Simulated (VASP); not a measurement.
# P (P6_3/mmc) in VASP: notebook, part 2 of 3

VASP 6.6.1.

### 3 Single point, PBEsol (volume scaled by 1.08)

INCAR

```
SYSTEM = P
ALGO = Normal
EDIFF = 1E-7
ENCUT = 520
GGA = PS
ISIF = 2
ISMEAR = -1
LASPH = .True.
LCHARG = .False.
LREAL = .False.
LWAVE = .False.
NBANDS = 18
NELM = 80
PREC = Accurate
SIGMA = 0.1
```

KPOINTS

```
k-points
0
Gamma
  16 16 4
  0 0 0
```

POSCAR

```
P
1.0
    2.6738900496      0.0000000000      0.0000000000
   -1.3369450248      2.3156567099      0.0000000000
    0.0000000000      0.0000000000      9.8296402239
P
4
Direct
    0.0000000000      1.0000000000      0.0000000000
    0.0000000000      0.0000000000      0.5000000000
    0.3333333333      0.6666666667      0.2500000000
    0.6666666667      0.3333333333      0.7500000000
```

Potentials or basis: VASP PAW PBE potentials, release 64 (P).

Started as:

```bash
$ cat potpaw_PBE.64/P/POTCAR > POTCAR
$ mpirun -np 1 vasp_std > vasp.out
```

OUTCAR:

```text
SYSTEM = P
   EDIFF = 1E-7
   ENCUT = 520
   GGA = PS
   ISIF = 2
   ISMEAR = -1
   LASPH = .True.
   LREAL = .False.
   NELM = 80
   PREC = Accurate

 ion  position               nearest neighbor table
   1  0.000  0.000  0.000-   3 2.90   4 2.90   4 2.90   3 2.90   4 2.90   3 2.90
   2  0.000  0.000  0.500-   3 2.90   4 2.90   4 2.90   3 2.90   4 2.90   3 2.90
   3  0.333  0.667  0.250-   1 2.90   2 2.90   1 2.90   2 2.90   1 2.90   2 2.90
   4  0.667  0.333  0.750-   1 2.90   2 2.90   1 2.90   2 2.90   1 2.90   2 2.90

  LATTYP: Found a hexagonal cell.
 ALAT       =     2.6738900496
 C/A-ratio  =     3.6761572247

  Lattice vectors:

 A1 = (   2.6738900496,   0.0000000000,   0.0000000000)
 A2 = (  -1.3369450248,   2.3156567099,   0.0000000000)
 A3 = (   0.0000000000,   0.0000000000,   9.8296402239)

Analysis of symmetry for initial positions (statically):
=====================================================================
 Subroutine PRICEL returns:
 Original cell was already a primitive cell.

 Routine SETGRP: Setting up the symmetry group for a
 hexagonal supercell.

 Subroutine GETGRP returns: Found 24 space group operations
 (whereof 12 operations were pure point group operations)
 out of a pool of 24 trial point group operations.

The static configuration has the point symmetry D_3d.
 The point group associated with its full space group is D_6h.

Analysis of symmetry for dynamics (positions and initial velocities):
=====================================================================
 Subroutine PRICEL returns:
 Original cell was already a primitive cell.

 Routine SETGRP: Setting up the symmetry group for a
 hexagonal supercell.

 Subroutine GETGRP returns: Found 24 space group operations
 (whereof 12 operations were pure point group operations)
 out of a pool of 24 trial point group operations.

The dynamic configuration has the point symmetry D_3d.
 The point group associated with its full space group is D_6h.

 Subroutine INISYM returns: Found 24 space group operations
 (whereof 12 operations are pure point group operations),
 and found     1 'primitive' translations

----------------------------------------------------------------------------------------

                                     Primitive cell

  volume of cell :      60.8633

  direct lattice vectors                    reciprocal lattice vectors
     2.673890050  0.000000000  0.000000000     0.373986956  0.215921470  0.000000000
    -1.336945025  2.315656710  0.000000000     0.000000000  0.431842939  0.000000000
     0.000000000  0.000000000  9.829640224     0.000000000  0.000000000  0.101733123

  length of vectors
     2.673890050  2.673890050  9.829640224     0.431842939  0.431842939  0.101733123

  position of ions in fractional coordinates (direct lattice)
     0.000000000  0.000000000  0.000000000
     0.000000000  0.000000000  0.500000000
     0.333333333  0.666666667  0.250000000
     0.666666667  0.333333333  0.750000000

  ion indices of the primitive-cell ions
   primitive index   ion index
                 1           1
                 2           2
                 3           3
                 4           4

----------------------------------------------------------------------------------------

 KPOINTS: k-points

Automatic generation of k-mesh.
 Grid dimensions read from file:
 generate k-points for:   16   16    4

 Generating k-lattice:

  Cartesian coordinates                     Fractional coordinates (reciprocal lattice)
     0.023374185  0.013495092  0.000000000     0.062500000  0.000000000  0.000000000
     0.000000000  0.026990184  0.000000000     0.000000000  0.062500000  0.000000000
     0.000000000  0.000000000  0.025433281     0.000000000  0.000000000  0.250000000

  Length of vectors
     0.026990184  0.026990184  0.025433281

  Shift w.r.t. Gamma in fractional coordinates (k-lattice)
     0.000000000  0.000000000  0.000000000

 Subroutine IBZKPT returns following result:
 ===========================================

 Found     90 irreducible k-points:

 Following reciprocal coordinates:
            Coordinates               Weight
  0.000000  0.000000  0.000000      1.000000
  0.062500  0.000000  0.000000      6.000000
  0.125000  0.000000  0.000000      6.000000
  0.187500  0.000000  0.000000      6.000000
  0.250000  0.000000  0.000000      6.000000
  0.312500  0.000000  0.000000      6.000000
[... 16 lines left out ...]
  0.187500  0.187500  0.000000      6.000000
  0.250000  0.187500  0.000000     12.000000
 [... further k-points ...]
   k-points           NKPTS =     90   k-points in BZ     NKDIM =     90   number of bands    NBANDS=     18
   number of dos      NEDOS =    301   number of ions     NIONS =      4
   total plane-waves  NPLWV =  32000
   dimension x,y,z NGX =    20 NGY =   20 NGZ =   80
   dimension x,y,z NGXF=    40 NGYF=   40 NGZF=  160
   ions per type =               4
   NGX,Y,Z   is equivalent  to a cutoff of  12.43, 12.43, 13.53 a.u.
   NGXF,Y,Z  is equivalent  to a cutoff of  24.87, 24.87, 27.06 a.u.
 SYSTEM =  P
   PREC   = accura    normal or accurate (medium, high low for compatibility)
   ISTART =      0    job   : 0-new  1-cont  2-samecut
   ICHARG =      2    charge: 1-file 2-atom 10-const
   ISPIN  =      1    spin polarized calculation?
   LNONCOLLINEAR =      F non collinear calculations
   LSORBIT =      F    spin-orbit coupling
   LASPH  =      T    aspherical Exc in radial PAW
   ENCUT  =  520.0 eV  38.22 Ry    6.18 a.u.   4.97  4.97 18.28*2*pi/ulx,y,z
   NELM   =     80;   NELMIN=  2; NELMDL= -5     # of ELM steps
   EDIFF  = 0.1E-06   stopping-criterion for ELM
   LREAL  =      F    real-space projection
   EDIFFG = 0.1E-05   stopping-criterion for IOM
   NSW    =      0    number of steps for IOM
   IBRION =     -1    ionic relax: 0-MD 1-quasi-New 2-CG
   NFREE  =      0    steps in history (QN), initial steepest desc. (CG)
   ISIF   =      2    stress and relaxation
   ISYM   =      2    0-nonsym 1-usesym 2-fastsym
   POTIM  = 0.5000    time-step for ionic-motion
   TEBEG  =    0.0;   TEEND  =   0.0 temperature during run
   PSTRESS=    0.0 pullay stress
   NELECT =      20.0000    total number of electrons
   NUPDOWN=      -1.0000    fix difference up-down
   EMIN   =  10.00;   EMAX   =-10.00  energy-range for DOS
   EFERMI =   0.00;   METHOD = LEGACY
   ISMEAR =    -1;   SIGMA  =   0.10  broadening in eV -4-tet -1-fermi 0-gaus
   EFERMI_NEDOS =   21; number of points for ismear=-14 and -15
   IALGO  =     38    algorithm
   IMIX   =      4    mixing-type and parameters
     AMIX     =   0.40;   BMIX     =  1.00
     AMIX_MAG =   1.60;   BMIX_MAG =  1.00
  volume/ion in A,a.u.               =      15.22       102.68
  Fermi-wavevector in a.u.,A,eV,Ry     =   1.129708  2.134839 17.364316  1.276241
  Thomas-Fermi vector in A             =   2.266403
   LORBIT       =      0    0 simple, 1 ext, 2 COOP (PROOUT), +10 PAW based schemes
   GGA     = PS    functional components
   LHFCALC =     F    Hartree Fock is set to
   AEXX    =    0.0000 exact exchange contribution
   IVDW    =     0    specifies the selected vdW correction
   LEPSILON=     F    determine dielectric tensor
   LRPA    =     F    only Hartree local field effects (RPA)
 non-spin polarized calculation
  energy-cutoff  :      520.00
  volume of cell :       60.86
 maximum number of plane-waves:      1667
 NGX is ok and might be reduce to    20
   NGX =  9   NGY =  9   NGZ = 37

 number of electron      20.0000002 magnetization

 Free energy of the ion-electron system (eV)
  ---------------------------------------------------
  ext. energy  EPLUGINS =         0.00000000
  ---------------------------------------------------
  free energy    TOTEN  =       -20.27691550 eV

  energy without entropy =      -20.20357546  energy(sigma->0) =      -20.24024548

 E-fermi :   9.0324     XC(G=0): -11.3392

 val. band max:        9.0280987103   @ k =   0.3750   0.1875   0.0000
 cond. band min:       9.0603113307   @ k =   0.1250   0.0625   0.2500
 fundamental gap:      0.0322126205
 Fermi energy:         9.0324296515

 k-point     1 :       0.0000    0.0000    0.0000
  band No.  band energies     occupation
      1      -6.8344      2.00000
      2      -5.4790      2.00000
      3      -5.4619      2.00000
      4      -2.7314      2.00000
      5       1.1702      2.00000
      6       6.5032      2.00000
[... 10 lines left out ...]
     17      17.9049      0.00000
     18      20.7710      0.00000
[... 466 lines left out ...]
      2      -1.7982      2.00000
      3      -1.7848      2.00000
      4       0.7704      2.00000
      5       4.6718      2.00000
      6       5.0745      2.00000
[... 10 lines left out ...]
     17      15.5989      0.00000
     18      17.9925      0.00000

 [... further k-points ...]
[... 5 lines left out ...]
  --------------------------------------------------------------------------------------
  -------------------------------------------------------------------------------------
  Total       -2.7716307     -2.7716307     -2.3479665      0.0000000     -0.0000000      0.0000000
  in kB      -72.9609691    -72.9609691    -61.8083490      0.0000000     -0.0000000      0.0000000
  external PRESSURE =     -69.2434291 kB  Pullay stress =       0.0000000 kB

 VOLUME and BASIS-vectors are now :
 -----------------------------------------------------------------------------
  energy-cutoff  :      520.00
  volume of cell :       60.86
      direct lattice vectors                 reciprocal lattice vectors
     2.673890050  0.000000000  0.000000000     0.373986956  0.215921470  0.000000000
    -1.336945025  2.315656710  0.000000000     0.000000000  0.431842939  0.000000000
     0.000000000  0.000000000  9.829640224     0.000000000  0.000000000  0.101733123

 POSITION                                       TOTAL-FORCE (eV/Angst)
 -----------------------------------------------------------------------------------
      0.00000      0.00000      0.00000         0.000000      0.000000      0.000000
      0.00000      0.00000      4.91482         0.000000      0.000000      0.000000
     -0.00000      1.54377      2.45741        -0.000000      0.000000      0.000000
      1.33695      0.77189      7.37223         0.000000     -0.000000     -0.000000
 -----------------------------------------------------------------------------------
    total drift:                                0.000000      0.000000      0.000000

  FREE ENERGIE OF THE ION-ELECTRON SYSTEM (eV)
  ---------------------------------------------------
  free  energy   TOTEN  =       -20.2769155040 eV

  energy  without entropy=      -20.2035754556  energy(sigma->0) =      -20.24024548
```

OSZICAR:

```text
N       E                     dE             d eps       ncg     rms          rms(c)
DAV:   1     0.455283713841E+02    0.45528E+02   -0.85568E+03  3240   0.959E+02
DAV:   2    -0.175237056956E+02   -0.63052E+02   -0.60334E+02  4588   0.148E+02
DAV:   3    -0.203049191771E+02   -0.27812E+01   -0.27340E+01  4102   0.285E+01
DAV:   4    -0.203286516311E+02   -0.23732E-01   -0.23702E-01  4020   0.325E+00
DAV:   5    -0.203288389607E+02   -0.18733E-03   -0.18730E-03  3962   0.280E-01    0.744E+00
DAV:   6    -0.202916028315E+02    0.37236E-01   -0.24649E-02  3620   0.726E-01    0.429E+00
DAV:   7    -0.202770020473E+02    0.14601E-01   -0.40991E-02  3544   0.931E-01    0.232E-01
DAV:   8    -0.202769412168E+02    0.60831E-04   -0.13081E-03  3738   0.204E-01    0.119E-01
DAV:   9    -0.202769166350E+02    0.24582E-04   -0.25485E-04  3778   0.840E-02    0.219E-02
DAV:  10    -0.202769161285E+02    0.50648E-06   -0.13450E-05  3796   0.189E-02    0.148E-02
DAV:  11    -0.202769149877E+02    0.11408E-05   -0.22822E-06  3700   0.759E-03    0.519E-03
DAV:  12    -0.202769154810E+02   -0.49337E-06   -0.15657E-07  2100   0.227E-03    0.106E-03
DAV:  13    -0.202769155040E+02   -0.22988E-07   -0.13488E-08  1992   0.728E-04
   1 F= -.20276916E+02 E0= -.20240245E+02  d E =-.733400E-01
```

stdout:

```text
POSCAR found type information on POSCAR P
 POSCAR found :  1 types and       4 ions
 scaLAPACK will be used
 -----------------------------------------------------------------------------
|                                                                             |
|                                                                             |
|     You enforced a specific xc type in the INCAR file but a different       |
|     I HOPE YOU KNOW WHAT YOU ARE DOING!                                     |
|                                                                             |
 -----------------------------------------------------------------------------

 LDA part: xc-table for (Slater+PW92), standard interpolation
 POSCAR, INCAR and KPOINTS ok, starting setup
 FFT: planning ... GRIDC
 FFT: planning ... GRID_SOFT
 FFT: planning ... GRID
 WAVECAR not read
 entering main loop
```

It took 64 s on 1 thread of Intel Xeon Platinum 8488C (Sapphire Rapids), shared host; peak memory 0.2 GiB.

What came out:

```
Free energy            : -20.2769 eV
Pressure               : -6.9 GPa
Band gap on the k mesh : zero (band 10 reaches 15.31 eV, above the bottom of band 11 at 5.77 eV)
```

Stress tensor (GPa, compression positive):
```
-7.30  0.00  0.00
 0.00 -7.30  0.00
 0.00  0.00 -6.18
```

Levels at points of the mesh, in eV from the Fermi level:
| k point | band 7 | band 8 | band 9 | band 10 | band 11 | band 12 | band 13 | band 14 |
| --- | --- | --- | --- | --- | --- | --- | --- | --- |
| (0.00, 0.00, 0.00) | -2.52 | 4.35 | 6.12 | 6.12 | 6.64 | 6.64 | 6.72 | 6.72 |
| (0.50, 0.00, 0.00) | -5.28 | -4.95 | -2.21 | -1.30 | 1.66 | 1.90 | 2.50 | 2.95 |
| (0.00, 0.00, 0.50) | 1.51 | 1.51 | 6.28 | 6.28 | 6.28 | 6.28 | 7.15 | 7.15 |
| (0.50, 0.00, 0.50) | -5.93 | -5.93 | -0.80 | -0.80 | 0.84 | 0.84 | 2.18 | 2.18 |

Caveat: the PAW data sets were made with another functional, which shifts forces and pressure a little.

(Part 2 of 3 ends here.)
